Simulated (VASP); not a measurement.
# NbSb (WC type) (P-6m2) in VASP: further runs

The runs below take NbSb (WC type) through single point, with PBE.

Program: VASP 6.6.1. These are calculated values, not measurements. Logs are shortened: lines on timing, memory, paths and dates and some standing lists are left out, and cuts for length are marked.

## Step 1: The cell of the first run

The structure is hexagonal, space group P-6m2 (No. 187). Conventional cell: a = 3.523 Å, b = 3.523 Å, c = 3.736 Å, α = 90.00°, β = 90.00°, γ = 120.00°. Within 3.6 Å of Nb (site symmetry -6m2) lie 6 Sb at 2.76 Å and 6 Nb at 3.52 Å. Within 3.6 Å of Sb (site symmetry -6m2) lie 6 Nb at 2.76 Å and 6 Sb at 3.52 Å.

## Step 2: Single point, PBE (volume scaled by 0.9405)

INCAR

```
PREC = Accurate ; ENCUT = 520
EDIFF = 1E-6 ; ISMEAR = -1
SIGMA = 0.05 ; LREAL = F
LASPH = T ; NELM = 100
ALGO = Normal ; ISIF = 2
LWAVE = F ; LCHARG = T
GGA = PE ; LELF = T
LVHAR = T ; NBANDS = 16
```

KPOINTS

```
Automatic mesh
0
Gamma
  11 11 10
```

POSCAR

```
NbSb
1.0
    3.5227502525      0.0000000000      0.0000000000
   -1.7613751263      3.0507912098      0.0000000000
    0.0000000000      0.0000000000      3.7359978319
Nb Sb
1 1
Direct
    0.0000000000      0.0000000000      0.0000000000
    0.3333333333      0.6666666667      0.5000000000
```

Potentials or basis: VASP PAW PBE potentials, release 64 (Nb_sv, Sb).

Started as:

```
$ cat potpaw_PBE.64/Nb_sv/POTCAR potpaw_PBE.64/Sb/POTCAR > POTCAR
$ mpirun -np 1 vasp_std > vasp.out
```

OUTCAR:

```text
PREC = Accurate
   ENCUT = 520
   EDIFF = 1E-6
   ISMEAR = -1
   LREAL = F
   LASPH = T
   NELM = 100
   ISIF = 2
   GGA = PE

 ion  position               nearest neighbor table
   1  0.000  0.000  0.000-   2 2.76   2 2.76   2 2.76   2 2.76   2 2.76   2 2.76
   2  0.333  0.667  0.500-   1 2.76   1 2.76   1 2.76   1 2.76   1 2.76   1 2.76

  LATTYP: Found a hexagonal cell.
 ALAT       =     3.5227502525
 C/A-ratio  =     1.0605344018

  Lattice vectors:

 A1 = (   3.5227502525,   0.0000000000,   0.0000000000)
 A2 = (  -1.7613751263,   3.0507912098,   0.0000000000)
 A3 = (   0.0000000000,   0.0000000000,   3.7359978319)

Analysis of symmetry for initial positions (statically):
=====================================================================
 Subroutine PRICEL returns:
 Original cell was already a primitive cell.

 Routine SETGRP: Setting up the symmetry group for a
 hexagonal supercell.

 Subroutine GETGRP returns: Found 12 space group operations
 (whereof 12 operations were pure point group operations)
 out of a pool of 24 trial point group operations.

The static configuration has the point symmetry D_3h.

Analysis of symmetry for dynamics (positions and initial velocities):
=====================================================================
 Subroutine PRICEL returns:
 Original cell was already a primitive cell.

 Routine SETGRP: Setting up the symmetry group for a
 hexagonal supercell.

 Subroutine GETGRP returns: Found 12 space group operations
 (whereof 12 operations were pure point group operations)
 out of a pool of 24 trial point group operations.

The dynamic configuration has the point symmetry D_3h.

 Subroutine INISYM returns: Found 12 space group operations
 (whereof 12 operations are pure point group operations),
 and found     1 'primitive' translations

----------------------------------------------------------------------------------------

                                     Primitive cell

  volume of cell :      40.1514

  direct lattice vectors                    reciprocal lattice vectors
     3.522750252  0.000000000  0.000000000     0.283869116  0.163891911  0.000000000
    -1.761375126  3.050791210  0.000000000     0.000000000  0.327783821  0.000000000
     0.000000000  0.000000000  3.735997832     0.000000000  0.000000000  0.267666108

  length of vectors
     3.522750252  3.522750252  3.735997832     0.327783821  0.327783821  0.267666108

  position of ions in fractional coordinates (direct lattice)
     0.000000000  0.000000000  0.000000000
     0.333333333  0.666666667  0.500000000

  ion indices of the primitive-cell ions
   primitive index   ion index
                 1           1
                 2           2

----------------------------------------------------------------------------------------

 KPOINTS: Automatic mesh

Automatic generation of k-mesh.
 Grid dimensions read from file:
 generate k-points for:   11   11   10

 Generating k-lattice:

  Cartesian coordinates                     Fractional coordinates (reciprocal lattice)
     0.025806283  0.014899265  0.000000000     0.090909091  0.000000000  0.000000000
     0.000000000  0.029798529  0.000000000     0.000000000  0.090909091  0.000000000
     0.000000000  0.000000000  0.026766611     0.000000000  0.000000000  0.100000000

  Length of vectors
     0.029798529  0.029798529  0.026766611

  Shift w.r.t. Gamma in fractional coordinates (k-lattice)
     0.000000000  0.000000000  0.000000000

 Subroutine IBZKPT returns following result:
 ===========================================

 Found     96 irreducible k-points:

 Following reciprocal coordinates:
            Coordinates               Weight
  0.000000  0.000000  0.000000      1.000000
  0.090909 -0.000000  0.000000      6.000000
  0.181818 -0.000000  0.000000      6.000000
  0.272727 -0.000000  0.000000      6.000000
  0.363636  0.000000  0.000000      6.000000
  0.454545 -0.000000  0.000000      6.000000
[... 16 lines left out ...]
  0.090909  0.090909  0.100000     12.000000
  0.181818  0.090909  0.100000     24.000000
 [... further k-points ...]
   k-points           NKPTS =     96   k-points in BZ     NKDIM =     96   number of bands    NBANDS=     16
   number of dos      NEDOS =    301   number of ions     NIONS =      2
   total plane-waves  NPLWV =  21952
   dimension x,y,z NGX =    28 NGY =   28 NGZ =   28
   dimension x,y,z NGXF=    56 NGYF=   56 NGZF=   56
   ions per type =               1   1
   NGX,Y,Z   is equivalent  to a cutoff of  13.21, 13.21, 12.46 a.u.
   NGXF,Y,Z  is equivalent  to a cutoff of  26.43, 26.43, 24.92 a.u.
 SYSTEM =  unknown system
   PREC   = accura    normal or accurate (medium, high low for compatibility)
   ISTART =      0    job   : 0-new  1-cont  2-samecut
   ICHARG =      2    charge: 1-file 2-atom 10-const
   ISPIN  =      1    spin polarized calculation?
   LNONCOLLINEAR =      F non collinear calculations
   LSORBIT =      F    spin-orbit coupling
   LASPH  =      T    aspherical Exc in radial PAW
   ENCUT  =  520.0 eV  38.22 Ry    6.18 a.u.   6.55  6.55  6.95*2*pi/ulx,y,z
   NELM   =    100;   NELMIN=  2; NELMDL= -5     # of ELM steps
   EDIFF  = 0.1E-05   stopping-criterion for ELM
   LREAL  =      F    real-space projection
   EDIFFG = 0.1E-04   stopping-criterion for IOM
   NSW    =      0    number of steps for IOM
   IBRION =     -1    ionic relax: 0-MD 1-quasi-New 2-CG
   NFREE  =      0    steps in history (QN), initial steepest desc. (CG)
   ISIF   =      2    stress and relaxation
   ISYM   =      2    0-nonsym 1-usesym 2-fastsym
   POTIM  = 0.5000    time-step for ionic-motion
   TEBEG  =    0.0;   TEEND  =   0.0 temperature during run
   PSTRESS=    0.0 pullay stress
   NELECT =      18.0000    total number of electrons
   NUPDOWN=      -1.0000    fix difference up-down
   EMIN   =  10.00;   EMAX   =-10.00  energy-range for DOS
   EFERMI =   0.00;   METHOD = LEGACY
   ISMEAR =    -1;   SIGMA  =   0.05  broadening in eV -4-tet -1-fermi 0-gaus
   EFERMI_NEDOS =   21; number of points for ismear=-14 and -15
   IALGO  =     38    algorithm
   IMIX   =      4    mixing-type and parameters
     AMIX     =   0.40;   BMIX     =  1.00
     AMIX_MAG =   1.60;   BMIX_MAG =  1.00
  volume/ion in A,a.u.               =      20.08       135.48
  Fermi-wavevector in a.u.,A,eV,Ry     =   1.252945  2.367723 21.359395  1.569871
  Thomas-Fermi vector in A             =   2.386821
   LORBIT       =      0    0 simple, 1 ext, 2 COOP (PROOUT), +10 PAW based schemes
   GGA     = PE    functional components
   LHFCALC =     F    Hartree Fock is set to
   AEXX    =    0.0000 exact exchange contribution
   IVDW    =     0    specifies the selected vdW correction
   LEPSILON=     F    determine dielectric tensor
   LRPA    =     F    only Hartree local field effects (RPA)
 non-spin polarized calculation
  energy-cutoff  :      520.00
  volume of cell :       40.15
 maximum number of plane-waves:      1105
 NGX is ok and might be reduce to    28
   NGX = 13   NGY = 13   NGZ = 13

 number of electron      18.0000000 magnetization

 Free energy of the ion-electron system (eV)
  ---------------------------------------------------
  ext. energy  EPLUGINS =         0.00000000
  ---------------------------------------------------
  free energy    TOTEN  =       -14.62911148 eV

  energy without entropy =      -14.62480686  energy(sigma->0) =      -14.62695917

 E-fermi :  11.1262     XC(G=0): -11.6777

 val. band max:       11.0983372097   @ k =   0.3636   0.0909   0.0000
 cond. band min:      11.1285059462   @ k =   0.3636   0.1818   0.0000
 fundamental gap:      0.0301687365
 Fermi energy:        11.1262023673

 k-point     1 :       0.0000    0.0000    0.0000
  band No.  band energies     occupation
      1     -43.8733      2.00000
      2     -20.0616      2.00000
      3     -19.8493      2.00000
      4     -19.8493      2.00000
      5      -1.0042      2.00000
      6       8.6013      2.00000
[... 8 lines left out ...]
     15      18.4195      0.00000
     16      20.4017      0.00000

 k-point     2 :       0.0909   -0.0000    0.0000
  band No.  band energies     occupation
      1     -43.8720      2.00000
      2     -20.0584      2.00000
      3     -19.8665      2.00000
      4     -19.8534      2.00000
      5      -0.8660      2.00000
      6       8.6259      2.00000
[... 8 lines left out ...]
     15      18.4800      0.00000
     16      20.9979      0.00000

 k-point     3 :       0.1818   -0.0000    0.0000
  band No.  band energies     occupation
      1     -43.8683      2.00000
      2     -20.0499      2.00000
      3     -19.9125      2.00000
      4     -19.8644      2.00000
      5      -0.4636      2.00000
      6       8.2479      2.00000
[... 8 lines left out ...]
     15      19.4329      0.00000
     16      21.7900      0.00000

 k-point     4 :       0.2727   -0.0000    0.0000
  band No.  band energies     occupation
      1     -43.8634      2.00000
      2     -20.0387      2.00000
      3     -19.9720      2.00000
      4     -19.8788      2.00000
      5       0.1624      2.00000
      6       7.2572      2.00000
[... 8 lines left out ...]
     15      20.1554      0.00000
     16      21.6120      0.00000

 k-point     5 :       0.3636    0.0000    0.0000
  band No.  band energies     occupation
      1     -43.8590      2.00000
      2     -20.0284      2.00000
      3     -20.0260      2.00000
      4     -19.8920      2.00000
      5       0.9179      2.00000
      6       6.1464      2.00000
[... 8 lines left out ...]
     15      19.4096      0.00000
     16      21.3959      0.00000

 k-point     6 :       0.4545   -0.0000    0.0000
  band No.  band energies     occupation
      1     -43.8564      2.00000
      2     -20.0578      2.00000
      3     -20.0223      2.00000
      4     -19.8998      2.00000
      5       1.5519      2.00000
      6       5.3017      2.00000
[... 8 lines left out ...]
     15      18.6039      0.00000
     16      21.6463      0.00000

 k-point     7 :       0.0909    0.0909    0.0000
  band No.  band energies     occupation
      1     -43.8694      2.00000
      2     -20.0525      2.00000
      3     -19.8971      2.00000
      4     -19.8620      2.00000
      5      -0.5955      2.00000
      6       8.4471      2.00000
[... 8 lines left out ...]
     15      18.5890      0.00000
     16      21.6539      0.00000

 k-point     8 :       0.1818    0.0909    0.0000
  band No.  band energies     occupation
      1     -43.8652      2.00000
      2     -20.0427      2.00000
      3     -19.9472      2.00000
      4     -19.8773      2.00000
      5      -0.0798      2.00000
      6       7.7054      2.00000
[... 8 lines left out ...]
     15      19.8042      0.00000
     16      21.8025      0.00000

 k-point     9 :       0.2727    0.0909    0.0000
  band No.  band energies     occupation
      1     -43.8605      2.00000
      2     -20.0319      2.00000
      3     -20.0011      2.00000
      4     -19.8939      2.00000
      5       0.6192      2.00000
      6       6.6983      2.00000
[... 8 lines left out ...]
     15      20.1596      0.00000
     16      21.3153      0.00000
[... 172 lines left out ...]
 k-point    19 :       0.1818   -0.0000    0.1000
  band No.  band energies     occupation
      1     -43.8678      2.00000
      2     -20.0601      2.00000
      3     -19.9113      2.00000
      4     -19.8634      2.00000
      5      -0.3579      2.00000
      6       8.2001      2.00000
[... 8 lines left out ...]
     15      19.6410      0.00000
     16      21.1550      0.00000

 k-point    20 :       0.2727   -0.0000    0.1000
  band No.  band energies     occupation
      1     -43.8630      2.00000
      2     -20.0485      2.00000
      3     -19.9704      2.00000
      4     -19.8776      2.00000
      5       0.2502      2.00000
      6       7.2846      2.00000
[... 8 lines left out ...]
     15      19.8246      0.00000
     16      21.4795      0.00000

 k-point    21 :       0.3636    0.0000    0.1000
  band No.  band energies     occupation
      1     -43.8585      2.00000
      2     -20.0379      2.00000
      3     -20.0240      2.00000
      4     -19.8906      2.00000
      5       0.9808      2.00000
      6       6.1762      2.00000
[... 8 lines left out ...]
     15      18.8747      0.00000
     16      21.6728      0.00000

 k-point    22 :       0.4545   -0.0000    0.1000
  band No.  band energies     occupation
      1     -43.8559      2.00000
      2     -20.0560      2.00000
      3     -20.0313      2.00000
      4     -19.8983      2.00000
      5       1.5886      2.00000
      6       5.3493      2.00000
[... 8 lines left out ...]
     15      18.8191      0.00000
     16      21.5025      0.00000

 k-point    23 :       0.0909    0.0909    0.1000
  band No.  band energies     occupation
      1     -43.8690      2.00000
      2     -20.0628      2.00000
      3     -19.8960      2.00000
      4     -19.8610      2.00000
      5      -0.4863      2.00000
      6       8.2902      2.00000
[... 8 lines left out ...]
     15      18.8721      0.00000
     16      21.2618      0.00000

 k-point    24 :       0.1818    0.0909    0.1000
  band No.  band energies     occupation
      1     -43.8647      2.00000
      2     -20.0526      2.00000
      3     -19.9458      2.00000
      4     -19.8761      2.00000
      5       0.0151      2.00000
      6       7.7577      2.00000
[... 8 lines left out ...]
     15      19.8839      0.00000
     16      21.2038      0.00000

 [... further k-points ...]

------------------------ aborting loop because EDIFF is reached ----------------------------------------

  FORCE on cell =-STRESS in cart. coord.  units (eV):
  Direction    XX          YY          ZZ          XY          YZ          ZX
  --------------------------------------------------------------------------------------
  -------------------------------------------------------------------------------------
  Total        1.9561038      1.9561038      2.7040823     -0.0000000      0.0000000      0.0000000
  in kB       78.0551433     78.0551433    107.9020091     -0.0000000      0.0000000      0.0000000
  external PRESSURE =      88.0040986 kB  Pullay stress =       0.0000000 kB

 VOLUME and BASIS-vectors are now :
 -----------------------------------------------------------------------------
  energy-cutoff  :      520.00
  volume of cell :       40.15
      direct lattice vectors                 reciprocal lattice vectors
     3.522750252  0.000000000  0.000000000     0.283869116  0.163891911  0.000000000
    -1.761375126  3.050791210  0.000000000     0.000000000  0.327783821  0.000000000
     0.000000000  0.000000000  3.735997832     0.000000000  0.000000000  0.267666108

 POSITION                                       TOTAL-FORCE (eV/Angst)
 -----------------------------------------------------------------------------------
      0.00000      0.00000      0.00000         0.000000      0.000000      0.000000
     -0.00000      2.03386      1.86800        -0.000000      0.000000      0.000000
 -----------------------------------------------------------------------------------
    total drift:                               -0.000000      0.000000      0.000000

  FREE ENERGIE OF THE ION-ELECTRON SYSTEM (eV)
  ---------------------------------------------------
  free  energy   TOTEN  =       -14.6291114804 eV

  energy  without entropy=      -14.6248068624  energy(sigma->0) =      -14.62695917
```

Wall time 63 s (1 thread of Intel Xeon Platinum 8375C at 2.90GHz (Ice Lake), shared host); peak memory 0.2 GiB.

Results:

```yaml
Free_energy: -14.6291 eV
Pressure: 8.8 GPa
Band_gap_on_the_k_mesh: zero (band 9 reaches 11.28 eV, above the bottom of band 10 at 10.88 eV)
```

Levels at points of the mesh, in eV from the Fermi level:
| k point | band 5 | band 6 | band 7 | band 8 | band 9 | band 10 | band 11 | band 12 | band 13 | band 14 |
| --- | --- | --- | --- | --- | --- | --- | --- | --- | --- | --- |
| (0.00, 0.00, 0.00) | -12.13 | -2.52 | -1.50 | -1.50 | -0.50 | 0.90 | 0.90 | 5.16 | 5.16 | 6.06 |
| (0.00, 0.00, 0.50) | -10.38 | -6.41 | -0.76 | -0.76 | -0.24 | -0.24 | 0.97 | 4.44 | 4.44 | 7.94 |

Caveat: the cell differs from its parent crystal (volume scaled by 0.9405); spin-orbit coupling is left out, which moves the levels of the heavy elements.

## Step 3: Single point, PBE (volume scaled by 0.97)

INCAR

```
PREC = Accurate
ENCUT = 520
EDIFF = 1E-7
ISMEAR = -1
SIGMA = 0.05
LREAL = False
LASPH = True
NELM = 80
ALGO = Normal
ISIF = 2
LWAVE = False
LCHARG = True
GGA = PE
LELF = True
LVHAR = True
NBANDS = 16
```

KPOINTS is that of step 2.

POSCAR

```
NbSb
1.0
    3.5592036067      0.0000000000      0.0000000000
   -1.7796018034      3.0823607406      0.0000000000
    0.0000000000      0.0000000000      3.7746578681
Nb Sb
1 1
Direct
    0.0000000000      0.0000000000      0.0000000000
    0.3333333333      0.6666666667      0.5000000000
```

Potentials or basis: VASP PAW PBE potentials, release 64 (Nb_sv, Sb).

Started as:

```
$ cat potpaw_PBE.64/Nb_sv/POTCAR potpaw_PBE.64/Sb/POTCAR > POTCAR
$ mpirun -np 1 vasp_std > vasp.out
```

Run time: 56 s. Hardware: 1 thread of Intel Xeon Platinum 8375C at 2.90GHz (Ice Lake), shared host; peak memory 0.2 GiB.

The run converged. Its results:

```
Free energy            : -14.6790 eV
Pressure               : 3.9 GPa
Band gap on the k mesh : zero (band 9 reaches 10.81 eV, above the bottom of band 10 at 10.46 eV)
```

Stress tensor (GPa, compression positive):
```
3.47 0.00 0.00
0.00 3.47 0.00
0.00 0.00 4.87
```

Levels at points of the mesh, in eV from the Fermi level:
| k point | band 5 | band 6 | band 7 | band 8 | band 9 | band 10 | band 11 | band 12 | band 13 | band 14 |
| --- | --- | --- | --- | --- | --- | --- | --- | --- | --- | --- |
| (0.00, 0.00, 0.00) | -11.94 | -2.41 | -1.45 | -1.45 | -0.54 | 0.87 | 0.87 | 4.96 | 4.96 | 5.82 |
| (0.00, 0.00, 0.50) | -10.28 | -6.27 | -0.75 | -0.75 | -0.22 | -0.22 | 0.93 | 4.31 | 4.31 | 7.87 |

Caveat: the cell differs from its parent crystal (volume scaled by 0.97); spin-orbit coupling is left out, which moves the levels of the heavy elements.

## Step 4: Single point, PBE

This run uses another cell than the first one, of 21.35 Å³/atom, 1.063 times its volume.

INCAR is that of step 3.

KPOINTS

```
regular mesh
0
Gamma
  11 11 10
```

POSCAR

```
NbSb
1.0
    3.5955245195      0.0000000000      0.0000000000
   -1.7977622598      3.1138155738      0.0000000000
    0.0000000000      0.0000000000      3.8131774456
Nb Sb
1 1
Direct
    0.0000000000      0.0000000000      0.0000000000
    0.3333333333      0.6666666667      0.5000000000
```

Started as:

```
$ cat potpaw_PBE.64/Nb_sv/POTCAR potpaw_PBE.64/Sb/POTCAR > POTCAR
$ mpirun -np 1 vasp_std > vasp.out
```

Run time: 51 s. Hardware: 1 thread of Intel Xeon Platinum 8375C at 2.90GHz (Ice Lake), shared host; peak memory 0.21 GiB.

The run converged. Its results:

```
Free energy            : -14.6936 eV
Pressure               : -0.3 GPa
Band gap on the k mesh : zero (band 9 reaches 10.36 eV, above the bottom of band 10 at 10.06 eV)
```

Levels at points of the mesh, in eV from the Fermi level:
| k point | band 5 | band 6 | band 7 | band 8 | band 9 | band 10 | band 11 | band 12 | band 13 | band 14 |
| --- | --- | --- | --- | --- | --- | --- | --- | --- | --- | --- |
| (0.00, 0.00, 0.00) | -11.75 | -2.30 | -1.39 | -1.39 | -0.57 | 0.84 | 0.84 | 4.77 | 4.77 | 5.56 |
| (0.00, 0.00, 0.50) | -10.18 | -6.13 | -0.73 | -0.73 | -0.20 | -0.20 | 0.90 | 4.18 | 4.18 | 7.80 |

Caveat: spin-orbit coupling is left out, which moves the levels of the heavy elements.

## Step 5: Overview

| cell | gap on the mesh (eV) | pressure (GPa) |
| --- | --- | --- |
| a = 3.523, b = 3.523, c = 3.736 Å, angles 90.0, 90.0, 120.0°, 2 atoms | none | 8.8 |
| a = 3.559, b = 3.559, c = 3.775 Å, angles 90.0, 90.0, 120.0°, 2 atoms | none | 3.9 |
| a = 3.596, b = 3.596, c = 3.813 Å, angles 90.0, 90.0, 120.0°, 2 atoms | none | -0.3 |

Alike in all rows: task single point; level PBE; potentials or basis VASP PAW PBE potentials, release 64 (Nb_sv, Sb); no spin polarisation; k mesh 11 × 11 × 10; cutoff (eV) 520; smearing fermi-dirac 0.05 eV.

Caveats: spin-orbit coupling is left out, which moves the levels of the heavy elements.

Total energies depend on the potentials used, so only differences within one code and one set of settings carry meaning.
